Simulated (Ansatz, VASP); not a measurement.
One calculation of ZrBrF, two programs

```
Zr Br F
1.0
     3.32526    0.00000    0.00000
     0.00000    4.48158    0.00000
     0.00000    0.00000    9.15186
Zr Br F
2 2 2
Direct
  0.00000 0.50000 0.08861
  0.50000 0.00000 0.91139
  0.50000 0.50000 0.31776
  0.00000 0.00000 0.68224
  0.50000 0.50000 0.88980
  0.00000 0.00000 0.11020
```

Change from the starting cell: species swapped into the VClO type (Pmmn, No. 59).

Alike in both runs: functional PBE; k mesh 6 × 4 × 2; occupations gaussian, width 0.1 eV; no spin polarisation.

Ansatz relaxed the structure, and its values are those at the end. VASP's run is a single point on that final structure, the one shown.

|  | VASP | Ansatz |
| --- | --- | --- |
| version | VASP 6.6.1 | Ansatz 0.2.0 |
| potentials or method | VASP PAW PBE potentials, release 64 (Zr_sv, Br, F), cutoff 520 eV | scalar-relativistic, plane waves, PAW |
| valence electrons in the cell | 52 | 52 |

|  | VASP | Ansatz | Ansatz less VASP |
| --- | --- | --- | --- |
| gap on the k mesh at the Fermi level (eV) | none | none | - |
| pressure (GPa) | 0.0 | -0.1 | -0.03 |
| rms of the force components (eV/Å) | 0.006 | 0.007 | +0.0012 |

A gap of «none» marks a metal or a gap that the smearing closes. The functional is the same, so the differences come from potentials, cutoffs and numerics.
